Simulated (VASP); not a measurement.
# SiC (I-4m2) in VASP: notebook, part 2 of 2

VASP 6.6.1.

## Step 3: Single point, r2SCAN

This run uses another cell than the first one, of the same volume but with other edges.

File POSCAR:

```
SiC
1.0
    0.0000000000      1.9369113167      2.7387926018
    1.9369113167      0.0000000000      2.7387926018
    1.9369113167      1.9369113167      0.0000000000
Si C
1 1
Direct
    0.0000000000      0.0000000000      0.0000000000
    0.7500000000      0.7500000000      0.7500000000
```

File INCAR.step1:

```
SYSTEM = SiC
  PREC = Accurate
  ENCUT = 520
  ISMEAR = 0
  SIGMA = 0.05
  LREAL = .False.
  LASPH = .True.
  NELM = 100
  NBANDS = 11
  GGA = PE
  ALGO = Normal
  EDIFF = 1E-4
  LWAVE = .True.
  LCHARG = .False.
```

File INCAR.step2:

```
SYSTEM = SiC
  PREC = Accurate
  ENCUT = 520
  EDIFF = 1E-6
  ISMEAR = 0
  SIGMA = 0.05
  LREAL = .False.
  LASPH = .True.
  NELM = 100
  ALGO = Normal
  ISIF = 2
  LWAVE = .False.
  LCHARG = .False.
  METAGGA = R2SCAN
  LMIXTAU = .True.
  NBANDS = 11
  ISTART = 1
```

File KPOINTS:

```
Automatic mesh
0
Gamma
  12 12 12
  0 0 0
```

Potentials or basis: VASP PAW PBE potentials, release 64 (Si, C).

On the command line:

```sh
cat potpaw_PBE.64/Si/POTCAR potpaw_PBE.64/C/POTCAR > POTCAR
cp INCAR.step1 INCAR
mpirun -np 1 vasp_std > vasp.out
cp INCAR.step2 INCAR
mpirun -np 1 vasp_std > vasp.out
```

OUTCAR:

```text
SYSTEM = SiC
   PREC = Accurate
   ENCUT = 520
   EDIFF = 1E-6
   ISMEAR = 0
   LREAL = .False.
   LASPH = .True.
   NELM = 100
   ISIF = 2
   METAGGA = R2SCAN
   ISTART = 1

 ion  position               nearest neighbor table
   1  0.000  0.000  0.000-   2 1.94   2 1.94   2 1.94   2 1.94
   2  0.750  0.750  0.750-   1 1.94   1 1.94   1 1.94   1 1.94

  LATTYP: Found a body centered tetragonal cell.
 ALAT       =     2.7392062532
 C/A-ratio  =     1.9996979772

  Lattice vectors:

 A1 = (  -1.9369113167,   0.0000000000,   2.7387926018)
 A2 = (   1.9369113167,   0.0000000000,   2.7387926018)
 A3 = (   0.0000000000,   1.9369113167,  -2.7387926018)

Analysis of symmetry for initial positions (statically):
=====================================================================
 Subroutine PRICEL returns:
 Original cell was already a primitive cell.

 Routine SETGRP: Setting up the symmetry group for a
 body centered tetragonal supercell.

 Subroutine GETGRP returns: Found  8 space group operations
 (whereof  8 operations were pure point group operations)
 out of a pool of 16 trial point group operations.

The static configuration has the point symmetry D_2d.

[... 172 lines left out ...]
      3       9.8579      1.99998
      4       9.8580      1.99998
      5      11.7822      0.00000
      6      16.1590      0.00000
      7      16.4688      0.00000
      8      16.4688      0.00000
      9      19.8265      0.00000
     10      22.2201      0.00000
     11      26.1662      0.00000
[... 309 lines left out ...]
 k-point    24 :      -0.4167    0.1667    0.0000
  band No.  band energies     occupation
      1      -3.7683      2.00000
      2      -0.2864      2.00000
      3       2.8113      2.00000
      4       9.7085      2.00000
      5      12.2082      0.00000
      6      17.2111      0.00000
      7      19.8164      0.00000
      8      19.9727      0.00000
      9      24.6498      0.00000
     10      25.1640      0.00000
     11      26.9121      0.00000

 [... further k-points ...]

------------------------ aborting loop because EDIFF is reached ----------------------------------------

  FORCE on cell =-STRESS in cart. coord.  units (eV):
  Direction    XX          YY          ZZ          XY          YZ          ZX
  --------------------------------------------------------------------------------------
  -------------------------------------------------------------------------------------
  Total        6.2708742      6.2708742    -13.1659746      0.0000000      0.0000000      0.0000000
  in kB      488.9112777    488.9112777  -1026.4906120      0.0000000      0.0000000      0.0000000
  external PRESSURE =     -16.2226855 kB  Pullay stress =       0.0000000 kB

 VOLUME and BASIS-vectors are now :
 -----------------------------------------------------------------------------
  energy-cutoff  :      520.00
  volume of cell :       20.55
      direct lattice vectors                 reciprocal lattice vectors
     0.000000000  1.936911317  2.738792602    -0.258142949  0.258142949  0.182562199
     1.936911317  0.000000000  2.738792602     0.258142949 -0.258142949  0.182562199
     1.936911317  1.936911317  0.000000000     0.258142949  0.258142949 -0.182562199

 POSITION                                       TOTAL-FORCE (eV/Angst)
 -----------------------------------------------------------------------------------
      0.00000      0.00000      0.00000        -0.000000     -0.000000     -0.000000
      2.90537      2.90537      4.10819         0.000000      0.000000      0.000000
 -----------------------------------------------------------------------------------
    total drift:                                0.000036      0.000036      0.000056

  FREE ENERGIE OF THE ION-ELECTRON SYSTEM (eV)
  ---------------------------------------------------
  free  energy   TOTEN  =       -17.2041128218 eV

  energy  without entropy=      -17.2032842554  energy(sigma->0) =      -17.20369854
```

OUTCAR.step1:

```text
SYSTEM = SiC
   PREC = Accurate
   ENCUT = 520
   ISMEAR = 0
   LREAL = .False.
   LASPH = .True.
[... 559 lines left out ...]
      0.00000      0.00000      0.00000         0.000000      0.000000     -0.000000
      2.90537      2.90537      4.10819        -0.000000     -0.000000      0.000000
 -----------------------------------------------------------------------------------
    total drift:                                0.000000      0.000000     -0.000001

  FREE ENERGIE OF THE ION-ELECTRON SYSTEM (eV)
  ---------------------------------------------------
  free  energy   TOTEN  =       -13.1133659734 eV

  energy  without entropy=      -13.1125097245  energy(sigma->0) =      -13.11293785
```

OSZICAR.step1:

```text
N       E                     dE             d eps       ncg     rms          rms(c)
DAV:   1     0.462442623348E+01    0.46244E+01   -0.38908E+03  3690   0.613E+02
DAV:   2    -0.142919894568E+02   -0.18916E+02   -0.17899E+02  4468   0.106E+02
DAV:   3    -0.149300936467E+02   -0.63810E+00   -0.63692E+00  4534   0.162E+01
DAV:   4    -0.149323980069E+02   -0.23044E-02   -0.23042E-02  4149   0.121E+00
DAV:   5    -0.149324075008E+02   -0.94939E-05   -0.94938E-05  4479   0.727E-02    0.844E+00
DAV:   6    -0.131300423104E+02    0.18024E+01   -0.74109E+00  4029   0.116E+01    0.335E+00
DAV:   7    -0.131228245479E+02    0.72178E-02   -0.22170E-01  4291   0.306E+00    0.171E+00
DAV:   8    -0.131142317418E+02    0.85928E-02   -0.23911E-02  4158   0.947E-01    0.222E-01
DAV:   9    -0.131133196271E+02    0.91211E-03   -0.59980E-03  4585   0.349E-01    0.862E-02
DAV:  10    -0.131133659734E+02   -0.46346E-04   -0.30320E-04  3770   0.108E-01
   1 F= -.13113366E+02 E0= -.13112938E+02  d E =-.856249E-03
```

Wall time 66 s (1 thread of Intel Xeon 6975P-C (Granite Rapids), shared host); peak memory 0.16 GiB.

Results:

```
Free energy            : -17.2041 eV
Pressure               : -1.6 GPa
Band gap on the k mesh : zero (bands 4 and 5 overlap by 0.86 eV)
```

Stress tensor (GPa, compression positive):
```
  48.89    0.00    0.00
   0.00   48.89    0.00
   0.00    0.00 -102.65
```

Caveat: the stress differs along the axes, from -103 to 49 GPa; the PAW data sets were made with another functional, which shifts forces and pressure a little.

## Step 4: Single point, r2SCAN

This run uses another cell than the first one, of the same volume but with other edges.

File POSCAR:

```
SiC
1.0
    0.0000000000      2.2950204754      1.9507674041
    2.2950204754      0.0000000000      1.9507674041
    2.2950204754      2.2950204754      0.0000000000
Si C
1 1
Direct
    0.0000000000      0.0000000000      0.0000000000
    0.7500000000      0.7500000000      0.7500000000
```

File INCAR.step1:

```
PREC = Accurate ; ENCUT = 520
ISMEAR = 0 ; SIGMA = 0.05
LREAL = False ; LASPH = True
NELM = 60 ; NBANDS = 11
GGA = PE ; ALGO = Normal
EDIFF = 1E-4 ; LWAVE = True
LCHARG = False
```

File INCAR.step2:

```
PREC = Accurate ; ENCUT = 520
EDIFF = 1E-6 ; ISMEAR = 0
SIGMA = 0.05 ; LREAL = False
LASPH = True ; NELM = 60
ALGO = Normal ; ISIF = 2
LWAVE = False ; LCHARG = False
METAGGA = R2SCAN ; LMIXTAU = True
NBANDS = 11 ; ISTART = 1
```

File KPOINTS:

```
regular mesh
0
Gamma
  12 12 12
```

On the command line:

```sh
cat potpaw_PBE.64/Si/POTCAR potpaw_PBE.64/C/POTCAR > POTCAR
cp INCAR.step1 INCAR
mpirun -np 1 vasp_std > vasp.out
cp INCAR.step2 INCAR
mpirun -np 1 vasp_std > vasp.out
```

Wall time 34 s (1 thread of Intel Xeon 6975P-C (Granite Rapids), shared host); peak memory 0.16 GiB.

The run converged. Its results:

- Free energy: -19.0717 eV
- Pressure: -1.0 GPa
- Band gap on the k mesh: 0.28 eV (least direct gap 4.95 eV)

Stress tensor (GPa, compression positive):
```
-12.01   0.00   0.00
  0.00 -12.01   0.00
  0.00   0.00  20.97
```

Levels at points of the mesh, in eV from the valence-band top:
```tsv
k point	band 2	band 3	band 4	band 5	band 6	band 7
(0.00, 0.00, 0.00)	-0.91	-0.91	0.00	6.15	7.00	7.53
(0.50, 0.00, 0.00)	-9.49	-2.66	-0.95	4.23	5.93	9.56
(0.50, 0.50, 0.00)	-7.29	-5.13	-5.13	0.28	2.22	14.01
(0.50, 0.00, 0.50)	-9.41	-3.35	-3.17	1.78	5.24	12.09
```

Caveat: the stress differs along the axes, from -12 to 21 GPa; semilocal functionals underestimate gaps, and a narrow one can read as zero; the PAW data sets were made with another functional, which shifts forces and pressure a little.

## Step 5: Single point, r2SCAN

This run uses another cell than the first one, of the same volume but with other edges.

File POSCAR:

```
SiC
1.0
    0.0000000000      2.0458123268      2.4549747921
    2.0458123268      0.0000000000      2.4549747921
    2.0458123268      2.0458123268      0.0000000000
Si C
1 1
Direct
    0.0000000000      0.0000000000      0.0000000000
    0.7500000000      0.7500000000      0.7500000000
```

File INCAR.step1:

```
PREC = Accurate
ENCUT = 520
ISMEAR = 0
SIGMA = 0.05
LREAL = False
LASPH = True
NELM = 60
NBANDS = 11
GGA = PE
ALGO = Normal
EDIFF = 1E-4
LWAVE = True
LCHARG = False
```

File INCAR.step2:

```
PREC = Accurate
ENCUT = 520
EDIFF = 1E-6
ISMEAR = 0
SIGMA = 0.05
LREAL = False
LASPH = True
NELM = 60
ALGO = Normal
ISIF = 2
LWAVE = False
LCHARG = True
METAGGA = R2SCAN
LMIXTAU = True
LELF = True
LVHAR = True
NBANDS = 11
ISTART = 1
```

KPOINTS is that of step 4.

On the command line:

```sh
cat potpaw_PBE.64/Si/POTCAR potpaw_PBE.64/C/POTCAR > POTCAR
cp INCAR.step1 INCAR
mpirun -np 1 vasp_std > vasp.out
cp INCAR.step2 INCAR
mpirun -np 1 vasp_std > vasp.out
```

Wall time 41 s (1 thread of Intel Xeon 6975P-C (Granite Rapids), shared host); peak memory 0.16 GiB.

It converged, with:

| Quantity | Value |
| --- | --- |
| Free energy | -18.8222 eV |
| Pressure | -0.5 GPa |
| Band gap on the k mesh | 0.60 eV (least direct gap 3.53 eV) |

Stress tensor (GPa, compression positive):
```
 23.31   0.00   0.00
  0.00  23.31   0.00
  0.00   0.00 -48.19
```

Levels at points of the mesh, in eV from the valence-band top:
| k point | band 1 | band 2 | band 3 | band 4 | band 5 | band 6 | band 7 | band 8 | band 9 |
| --- | --- | --- | --- | --- | --- | --- | --- | --- | --- |
| (0.00, 0.00, 0.00) | -16.98 | -1.82 | -0.08 | -0.08 | 5.57 | 7.15 | 7.15 | 7.42 | 11.34 |
| (0.50, 0.00, 0.00) | -13.23 | -9.56 | -3.09 | -0.48 | 3.05 | 8.15 | 8.56 | 10.58 | 15.64 |
| (0.50, 0.50, 0.00) | -12.74 | -10.35 | -2.57 | -2.57 | 2.34 | 6.33 | 13.08 | 14.77 | 14.77 |
| (0.50, 0.00, 0.50) | -11.28 | -7.96 | -4.78 | -4.39 | 0.60 | 3.08 | 10.94 | 14.65 | 16.09 |

Caveat: the stress differs along the axes, from -48 to 23 GPa; semilocal functionals underestimate gaps, and a narrow one can read as zero; the PAW data sets were made with another functional, which shifts forces and pressure a little. A k mesh can miss the band edges.

## Step 6: Overview

| cell | gap on the mesh (eV) | pressure (GPa) |
| --- | --- | --- |
| a = 2.989, b = 2.989, c = 3.451 Å, angles 54.7, 54.7, 70.5°, 2 atoms | none | -8.0 |
| a = 3.354, b = 3.354, c = 2.739 Å, angles 65.9, 65.9, 48.2°, 2 atoms | none | -1.6 |
| a = 3.012, b = 3.012, c = 3.246 Å, angles 57.4, 57.4, 65.2°, 2 atoms | 0.28 | -1.0 |
| a = 3.196, b = 3.196, c = 2.893 Å, angles 63.1, 63.1, 53.8°, 2 atoms | 0.60 | -0.5 |

Alike in all rows: task single point; level r2SCAN; potentials or basis VASP PAW PBE potentials, release 64 (Si, C); no spin polarisation; k mesh 12 × 12 × 12; cutoff (eV) 520; smearing gaussian 0.05 eV.

Caveats: the PAW data sets were made with another functional, which shifts forces and pressure a little; semilocal functionals underestimate gaps, and a narrow one can read as zero (at least some runs); the stress differs along the axes, from -27 to 29 GPa (at least some runs); the stress differs along the axes, from -103 to 49 GPa (at least some runs); the stress differs along the axes, from -12 to 21 GPa (at least some runs); the stress differs along the axes, from -48 to 23 GPa (at least some runs).

Total energies depend on the potentials used, so only differences within one code and one set of settings carry meaning.
